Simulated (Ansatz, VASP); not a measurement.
## Al: VASP beside Ansatz

The input POSCAR:

```
Al
1.0
    0.0000000000     -3.1887371512      3.1887371512
    3.1887371512     -3.1887371512      0.0000000000
    3.1887371512      0.0000000000      3.1887371512
Al
4
Direct
   -0.0133649384      0.0067641886     -0.0155307418
    0.1944078162      0.2548639412      0.2657537494
    0.5365424949      0.5739898901      0.4468042183
    0.7824146273      0.6643819801      0.8029727740
```

Contents of INCAR.step1:

```
ALGO = Normal
EDIFF = 1E-4
ENCUT = 520
GGA = PE
ISMEAR = 0
LASPH = True
LCHARG = False
LREAL = False
LWAVE = True
NBANDS = 14
NELM = 80
PREC = Accurate
SIGMA = 0.15
```

The input INCAR.step2:

```
ALGO = Normal
EDIFF = 1E-6
ENCUT = 520
ISIF = 2
ISMEAR = 0
ISTART = 1
LASPH = True
LCHARG = False
LMIXTAU = True
LREAL = False
LWAVE = False
METAGGA = R2SCAN
NBANDS = 14
NELM = 80
PREC = Accurate
SIGMA = 0.15
```

Contents of KPOINTS:

```
k-points
0
Gamma
  10 10 10
```

Input for Ansatz:

```yaml
crystal:
  lattice:
    - [0.0, -3.1887371512, 3.1887371512]
    - [3.1887371512, -3.1887371512, 0.0]
    - [3.1887371512, 0.0, 3.1887371512]
  atoms:
    - { symbol: Al, position: [-0.0133649384, 0.0067641886, -0.0155307418] }
    - { symbol: Al, position: [0.1944078162, 0.2548639412, 0.2657537494] }
    - { symbol: Al, position: [0.5365424949, 0.5739898901, 0.4468042183] }
    - { symbol: Al, position: [0.7824146273, 0.6643819801, 0.802972774] }
basis:
  ecutwfc: 500
kpoints:
  mp_grid: { grid: [10, 10, 10] }
hamiltonian:
  xc: r2scan
scf:
  occupations: { method: gaussian, width: 0.15 }
output:
  forces: true
  stress: true
  eigenvalues: true
  write_density: true
  write_potential: true
  elf: true
  volumetric_format: npy
```

Change from the starting cell: all atoms moved at random, sigma 0.15 Å a component.

Alike in both runs: task single point; functional r2SCAN; k mesh 10 × 10 × 10; occupations gaussian, width 0.15 eV; no spin polarisation.

|  | VASP | Ansatz |
| --- | --- | --- |
| version | VASP 6.6.1 | Ansatz 0.2.0 |
| potentials or method | VASP PAW PBE potentials, release 64 (Al), cutoff 520 eV | scalar-relativistic, plane waves, PAW |
| valence electrons in the cell | 12 | 12 |

VASP gave:

| Property | Result |
| --- | --- |
| gap on the k mesh at the Fermi level (eV) | none |
| pressure (GPa) | 7.2 |
| traceless stress, the component that is largest in VASP (GPa) | -3.45 |
| rms of the force components (eV/Å) | 1.135 |

Task: What did Ansatz give for the same quantities?

Result: gap on the k mesh at the Fermi level (eV): none; pressure (GPa): 7.5; traceless stress, the component that is largest in VASP (GPa): -3.46; rms of the force components (eV/Å): 1.139.

VASP's potentials were made for PBE, not for r2SCAN. Atom by atom the forces differ by 0.005 eV/Å (rms over components). A gap of «none» marks a metal or a gap that the smearing closes. With one functional, cell and mesh, what is left measures potentials, basis and numerics.
